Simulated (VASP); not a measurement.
# FePt (Tetraferroplatinum) (P4/mmm) in VASP: settings compared, part 2 of 2

VASP 6.6.1.

### 5 Single point, PBEsol+D3(BJ), collinear spin, ferromagnetic start

This run uses another cell than the first one, of 13.08 Å³/atom, 0.929 times its volume.

INCAR reads:

```
SYSTEM = FePt
PREC     = Accurate       ! precision mode
ENCUT    = 520            ! plane-wave cutoff, eV
EDIFF    = 1E-6           ! SCF threshold, eV
ISMEAR   = -1             ! smearing method
SIGMA    = 0.05           ! smearing width, eV
LREAL    = .False.        ! projectors in reciprocal space
LASPH    = .True.         ! aspherical terms in the spheres
NELM     = 150            ! most SCF steps
ALGO     = Normal         ! electronic algorithm
ISIF     = 2              ! what is computed and relaxed
LWAVE    = .False.        ! write WAVECAR
LCHARG   = .False.        ! write CHGCAR
ISPIN    = 2              ! spin polarisation
MAGMOM   = 0 3            ! initial moments
LORBIT   = 11             ! projections on sites
LMAXMIX  = 4              ! l up to which the mixer works
GGA      = PS             ! functional
IVDW     = 12             ! dispersion correction
NBANDS   = 20             ! bands
```

KPOINTS reads:

```
regular mesh
0
Gamma
  10 10 7
  0 0 0
```

POSCAR reads:

```
FePt
1.0
    2.6713918054      0.0000000000      0.0000000000
    0.0000000000      2.6713918054      0.0000000000
    0.0000000000      0.0000000000      3.6643826607
Pt Fe
1 1
Direct
    0.5000000000      0.5000000000      0.5000000000
    0.0000000000      0.0000000000      0.0000000000
```

Potentials or basis: VASP PAW PBE potentials, release 64 (Pt, Fe).

Command:

```
$ cat potpaw_PBE.64/Pt/POTCAR potpaw_PBE.64/Fe/POTCAR > POTCAR
$ mpirun -np 1 vasp_std > vasp.out
```

OUTCAR:

```text
SYSTEM = FePt
   PREC = Accurate
   ENCUT = 520
   EDIFF = 1E-6
   ISMEAR = -1
   LREAL = .False.
   LASPH = .True.
   NELM = 150
   ISIF = 2
   ISPIN = 2
   LORBIT = 11
   GGA = PS
   IVDW = 12
 IVDW          = 12

 ion  position               nearest neighbor table
   1  0.500  0.500  0.500-   2 2.63   2 2.63   2 2.63   2 2.63   2 2.63   2 2.63   2 2.63   2 2.63

   2  0.000  0.000  0.000-   1 2.63   1 2.63   1 2.63   1 2.63   1 2.63   1 2.63   1 2.63   1 2.63

  LATTYP: Found a simple tetragonal cell.
 ALAT       =     2.6713918054
 C/A-ratio  =     1.3717129226

  Lattice vectors:

 A1 = (   2.6713918054,   0.0000000000,   0.0000000000)
 A2 = (   0.0000000000,   2.6713918054,   0.0000000000)
 A3 = (   0.0000000000,   0.0000000000,   3.6643826607)

Analysis of symmetry for initial positions (statically):
=====================================================================
 Subroutine PRICEL returns:
 Original cell was already a primitive cell.

 Routine SETGRP: Setting up the symmetry group for a
 simple tetragonal supercell.

 Subroutine GETGRP returns: Found 16 space group operations
 (whereof 16 operations were pure point group operations)
 out of a pool of 16 trial point group operations.

The static configuration has the point symmetry D_4h.

Analysis of symmetry for dynamics (positions and initial velocities):
=====================================================================
 Subroutine PRICEL returns:
 Original cell was already a primitive cell.

 Routine SETGRP: Setting up the symmetry group for a
 simple tetragonal supercell.

 Subroutine GETGRP returns: Found 16 space group operations
 (whereof 16 operations were pure point group operations)
 out of a pool of 16 trial point group operations.

The dynamic configuration has the point symmetry D_4h.

Analysis of structural, dynamic, and magnetic symmetry:
=====================================================================
 Subroutine PRICEL returns:
 Original cell was already a primitive cell.

 Routine SETGRP: Setting up the symmetry group for a
 simple tetragonal supercell.

 Subroutine GETGRP returns: Found 16 space group operations
 (whereof 16 operations were pure point group operations)
 out of a pool of 16 trial point group operations.

The overall configuration has the point symmetry D_4h.

 Subroutine INISYM returns: Found 16 space group operations
 (whereof 16 operations are pure point group operations),
 and found     1 'primitive' translations

----------------------------------------------------------------------------------------

                                     Primitive cell

  volume of cell :      26.1503

  direct lattice vectors                    reciprocal lattice vectors
     2.671391805  0.000000000  0.000000000     0.374336703  0.000000000  0.000000000
     0.000000000  2.671391805  0.000000000     0.000000000  0.374336703  0.000000000
     0.000000000  0.000000000  3.664382661     0.000000000  0.000000000  0.272897263

  length of vectors
     2.671391805  2.671391805  3.664382661     0.374336703  0.374336703  0.272897263

  position of ions in fractional coordinates (direct lattice)
     0.500000000  0.500000000  0.500000000
     0.000000000  0.000000000  0.000000000

  ion indices of the primitive-cell ions
   primitive index   ion index
                 1           1
[... 66 lines left out ...]
   ICHARG =      2    charge: 1-file 2-atom 10-const
   ISPIN  =      2    spin polarized calculation?
   LNONCOLLINEAR =      F non collinear calculations
   LSORBIT =      F    spin-orbit coupling
   LASPH  =      T    aspherical Exc in radial PAW
   ENCUT  =  520.0 eV  38.22 Ry    6.18 a.u.   4.97  4.97  6.81*2*pi/ulx,y,z
   NELM   =    150;   NELMIN=  2; NELMDL= -5     # of ELM steps
   EDIFF  = 0.1E-05   stopping-criterion for ELM
   LREAL  =      F    real-space projection
   EDIFFG = 0.1E-04   stopping-criterion for IOM
   NSW    =      0    number of steps for IOM
   IBRION =     -1    ionic relax: 0-MD 1-quasi-New 2-CG
   NFREE  =      0    steps in history (QN), initial steepest desc. (CG)
   ISIF   =      2    stress and relaxation
   ISYM   =      2    0-nonsym 1-usesym 2-fastsym
   POTIM  = 0.5000    time-step for ionic-motion
   TEBEG  =    0.0;   TEEND  =   0.0 temperature during run
   PSTRESS=    0.0 pullay stress
   NELECT =      18.0000    total number of electrons
   NUPDOWN=      -1.0000    fix difference up-down
   EMIN   =  10.00;   EMAX   =-10.00  energy-range for DOS
   EFERMI =   0.00;   METHOD = LEGACY
   ISMEAR =    -1;   SIGMA  =   0.05  broadening in eV -4-tet -1-fermi 0-gaus
   EFERMI_NEDOS =   21; number of points for ismear=-14 and -15
   IALGO  =     38    algorithm
   IMIX   =      4    mixing-type and parameters
     AMIX     =   0.40;   BMIX     =  1.00
     AMIX_MAG =   1.60;   BMIX_MAG =  1.00
  volume/ion in A,a.u.               =      13.08        88.24
  Fermi-wavevector in a.u.,A,eV,Ry     =   1.445463  2.731529 28.427516  2.089363
  Thomas-Fermi vector in A             =   2.563642
   LORBIT       =     11    0 simple, 1 ext, 2 COOP (PROOUT), +10 PAW based schemes
   GGA     = PS    functional components
   LHFCALC =     F    Hartree Fock is set to
   AEXX    =    0.0000 exact exchange contribution
   IVDW    =    12    specifies the selected vdW correction
   LEPSILON=     F    determine dielectric tensor
   LRPA    =     F    only Hartree local field effects (RPA)
 spin polarized calculation
  energy-cutoff  :      520.00
  volume of cell :       26.15
 maximum number of plane-waves:       724
 NGX is ok and might be reduce to    20
   NGX =  9   NGY =  9   NGZ = 13

 number of electron      18.0000009 magnetization       3.1945281

 Free energy of the ion-electron system (eV)
  ---------------------------------------------------
  ext. energy  EPLUGINS =         0.00000000
  ---------------------------------------------------
  free energy    TOTEN  =       -16.28322974 eV

  energy without entropy =      -16.27290914  energy(sigma->0) =      -16.27806944

 E-fermi :   9.2961     XC(G=0): -13.5171

 val. band max:        9.2897578888   @ k =   0.4000   0.4000   0.2857
 cond. band min:       9.2977065912   @ k =   0.5000   0.4000   0.1429
 fundamental gap:      0.0079487024
 Fermi energy:         9.2961101740

 spin component 1

 k-point     1 :       0.0000    0.0000    0.0000
  band No.  band energies     occupation
      1      -0.8181      1.00000
      2       2.5027      1.00000
      3       2.6490      1.00000
      4       5.7322      1.00000
      5       5.7322      1.00000
      6       6.3098      1.00000
[... 541 lines left out ...]
     19      32.8943      0.00000
     20      33.2497      0.00000

 [... further k-points ...]

 spin component 2

 k-point     1 :       0.0000    0.0000    0.0000
  band No.  band energies     occupation
      1      -0.6311      1.00000
      2       3.0265      1.00000
      3       3.0598      1.00000
      4       6.7650      1.00000
      5       6.7650      1.00000
      6       8.3994      1.00000
[... 541 lines left out ...]
     19      33.1364      0.00000
     20      33.5419      0.00000

 [... further k-points ...]

------------------------ aborting loop because EDIFF is reached ----------------------------------------

 Edisp (eV)   -1.07510

 E8    (eV) :    -0.7298

  FORCE on cell =-STRESS in cart. coord.  units (eV):
  Direction    XX          YY          ZZ          XY          YZ          ZX
  --------------------------------------------------------------------------------------
  -------------------------------------------------------------------------------------
  Total      -0.05320    -0.05320    -0.03829     0.00000     0.00000    -0.00000
  in kB      -3.25960    -3.25960    -2.34572     0.00000     0.00000    -0.00000
  external pressure =       -2.95 kB  Pullay stress =        0.00 kB

 VOLUME and BASIS-vectors are now :
 -----------------------------------------------------------------------------
  energy-cutoff  :      520.00
  volume of cell :       26.15
      direct lattice vectors                 reciprocal lattice vectors
     2.671391805  0.000000000  0.000000000     0.374336703  0.000000000  0.000000000
     0.000000000  2.671391805  0.000000000     0.000000000  0.374336703  0.000000000
     0.000000000  0.000000000  3.664382661     0.000000000  0.000000000  0.272897263

 POSITION                                       TOTAL-FORCE (eV/Angst)
 -----------------------------------------------------------------------------------
      1.33570      1.33570      1.83219         0.000000      0.000000      0.000000
      0.00000      0.00000      0.00000         0.000000      0.000000      0.000000
 -----------------------------------------------------------------------------------
    total drift:                               -0.000000      0.000000      0.000000

  FREE ENERGIE OF THE ION-ELECTRON SYSTEM (eV)
  ---------------------------------------------------
  free  energy   TOTEN  =       -17.3583269124 eV

  energy  without entropy=      -17.3480063127  energy(sigma->0) =      -17.35316661

 total charge

# of ion       s       p       d       tot
------------------------------------------
    1        0.736   0.735   8.082   9.553
    2        0.433   0.502   6.174   7.108
--------------------------------------------------
tot          1.169   1.237  14.256  16.662

 magnetization (x)

# of ion       s       p       d       tot
------------------------------------------
    1       -0.024  -0.063   0.422   0.335
    2        0.003  -0.005   2.820   2.818
--------------------------------------------------
tot         -0.022  -0.068   3.243   3.153
```

Run time: 1.8 min. Hardware: 1 thread of Oxide Virtual Turin-like, shared host; peak memory 0.17 GiB.

What came out:

* Free energy: -17.3583 eV
* Pressure: -0.3 GPa
* Net moment: 3.19 μB per cell
* Site moments: Pt +0.34; Fe +2.82 μB
* Valence electrons inside the program's atomic spheres: Pt 9.55; Fe 7.11
* Dispersion energy per atom: -0.538 eV

Stress tensor (GPa, compression positive):
```
-0.33  0.00  0.00
 0.00 -0.33  0.00
 0.00  0.00 -0.23
```

Caveat: the PAW data sets were made with another functional, which shifts forces and pressure a little; spin-orbit coupling is left out, which moves the levels of the heavy elements; pairwise dispersion overbinds metals, which lowers pressure and volume.

### 6 Single point, PBE+D4, collinear spin, ferromagnetic start

This run uses another cell than the first one, of 13.65 Å³/atom, 0.970 times its volume.

INCAR reads:

```
SYSTEM = FePt
  PREC = Accurate
  ENCUT = 520
  EDIFF = 1E-6
  ISMEAR = -1
  SIGMA = 0.05
  LREAL = .False.
  LASPH = .True.
  NELM = 150
  ALGO = Normal
  ISIF = 2
  LWAVE = .False.
  LCHARG = .False.
  ISPIN = 2
  MAGMOM = 0 3
  LORBIT = 11
  LMAXMIX = 4
  GGA = PE
  IVDW = 13
  NBANDS = 20
```

KPOINTS is that of step 5.

POSCAR reads:

```
FePt
1.0
    2.7113223771      0.0000000000      0.0000000000
    0.0000000000      2.7113223771      0.0000000000
    0.0000000000      0.0000000000      3.7131801862
Pt Fe
1 1
Direct
    0.5000000000      0.5000000000      0.5000000000
    0.0000000000      0.0000000000      0.0000000000
```

Potentials or basis: VASP PAW PBE potentials, release 64 (Pt, Fe).

Command:

```
$ cat potpaw_PBE.64/Pt/POTCAR potpaw_PBE.64/Fe/POTCAR > POTCAR
$ mpirun -np 1 vasp_std > vasp.out
```

It took 2.1 min on 1 thread of Oxide Virtual Turin-like, shared host; peak memory 0.16 GiB.

The run converged. Its results:

```
Free energy                                           : -15.8721 eV
Pressure                                              : -0.5 GPa
Net moment                                            : 3.25 μB per cell
Site moments                                          : Pt +0.33; Fe +2.90 μB
Valence electrons inside the program's atomic spheres : Pt 9.46; Fe 7.01
Dispersion energy per atom                            : -0.537 eV
```

Stress tensor (GPa, compression positive):
```
-0.53  0.00  0.00
 0.00 -0.53  0.00
 0.00  0.00 -0.38
```

Levels at points of the mesh, in eV from the Fermi level:
Spin up:
```csv
k point,band 9,band 10,band 11,band 12,band 13,band 14
"(0.00, 0.00, 0.00)",-0.53,-0.39,-0.39,2.24,9.83,11.75
"(0.50, 0.00, 0.00)",-2.15,-1.66,0.17,2.07,10.48,10.60
"(0.50, 0.50, 0.00)",-0.47,0.57,1.62,1.62,7.71,10.17
```
Spin down:
| k point | band 4 | band 5 | band 6 | band 7 | band 8 | band 9 | band 10 | band 11 | band 12 | band 13 |
| --- | --- | --- | --- | --- | --- | --- | --- | --- | --- | --- |
| (0.00, 0.00, 0.00) | -2.41 | -2.41 | -0.85 | -0.78 | 0.56 | 1.67 | 1.67 | 1.69 | 2.42 | 10.67 |
| (0.50, 0.00, 0.00) | -3.53 | -2.51 | -1.40 | -1.24 | -0.94 | 0.51 | 0.68 | 2.41 | 2.58 | 11.26 |
| (0.50, 0.50, 0.00) | -4.85 | 0.96 | 1.25 | 1.65 | 1.73 | 1.74 | 1.74 | 1.75 | 1.75 | 8.53 |

Caveat: spin-orbit coupling is left out, which moves the levels of the heavy elements; pairwise dispersion overbinds metals, which lowers pressure and volume.

### 7 Overview

```csv
level,potentials or basis,cell,gap on the mesh (eV),pressure (GPa),moment (μB)
LDA,"VASP PAW LDA potentials, release 64 (Pt, Fe)","a = 2.742, b = 2.742, c = 3.745 Å, 2 atoms",none,-16.4,3.21
LDA,"VASP PAW LDA potentials, release 64 (Pt, Fe)","a = 2.759, b = 2.759, c = 3.769 Å, 2 atoms",none,-19.6,3.24
LDA,"VASP PAW LDA potentials, release 64 (Pt, Fe)","a = 2.777, b = 2.777, c = 3.793 Å, 2 atoms",none,-22.4,3.26
PBEsol+D3(BJ),"VASP PAW PBE potentials, release 64 (Pt, Fe)","a = 2.671, b = 2.671, c = 3.664 Å, 2 atoms",none,-0.3,3.19
PBE+D4,"VASP PAW PBE potentials, release 64 (Pt, Fe)","a = 2.711, b = 2.711, c = 3.713 Å, 2 atoms",none,-0.5,3.25
```

Alike in all rows: task single point; spin collinear, ferromagnetic start; k mesh 10 × 10 × 7; cutoff (eV) 520; smearing fermi-dirac 0.05 eV.

Caveats: spin-orbit coupling is left out, which moves the levels of the heavy elements; pairwise dispersion overbinds metals, which lowers pressure and volume (some runs); the PAW data sets were made with another functional, which shifts forces and pressure a little (some runs).

Absolute energies hang on the potentials; compare differences alone.
